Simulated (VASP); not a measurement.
A run of VASP 6.6.1 is set up as follows.

Contents of INCAR:

```
  PREC = Accurate
  ENCUT = 600
  EDIFF = 1E-8
  ISMEAR = -1
  SIGMA = 0.15
  LREAL = False
  LASPH = True
  NELM = 100
  ALGO = Normal
  ISIF = 3
  LWAVE = False
  LCHARG = False
  GGA = PE
  NBANDS = 18
  IBRION = 6
  NFREE = 2
  POTIM = 0.015
  NSW = 1
```

KPOINTS

```
regular mesh
0
Gamma
  12 12 12
```

File POSCAR:

```
HfB3
1.0
    3.3920245134      0.0000000000      0.0000000000
    0.0000000000      3.3920245134      0.0000000000
    0.0000000000      0.0000000000      3.3920245134
Hf B
1 3
Direct
    0.0000000000      0.0000000000      0.0000000000
    0.5000000000      0.5000000000      0.0000000000
    0.5000000000      0.0000000000      0.5000000000
    0.0000000000      0.5000000000      0.5000000000
```

Potentials or basis: VASP PAW PBE potentials, release 64 (Hf_pv, B).

The run is started by

```bash
$ cat potpaw_PBE.64/Hf_pv/POTCAR potpaw_PBE.64/B/POTCAR > POTCAR
$ mpirun -np 1 vasp_std > vasp.out
```

Task: Estimate the elastic constants C11, C12, C44.

Result: 308, 145, 43 GPa.

Task: What does it give for the Voigt bulk modulus?

Result: 199 GPa.

Task: Estimate the highest phonon frequency at Γ.

Result: 533 cm⁻¹.

Task: Predict the most unstable mode.

Result: 415i cm⁻¹.

Clamped-ion elastic tensor (GPa):
```
308 145 145   0   0   0
145 308 145   0   0   0
145 145 308   0   0   0
  0   0   0  43   0   0
  0   0   0   0  43   0
  0   0   0   0   0  43
```

Caveat: some modes are imaginary.
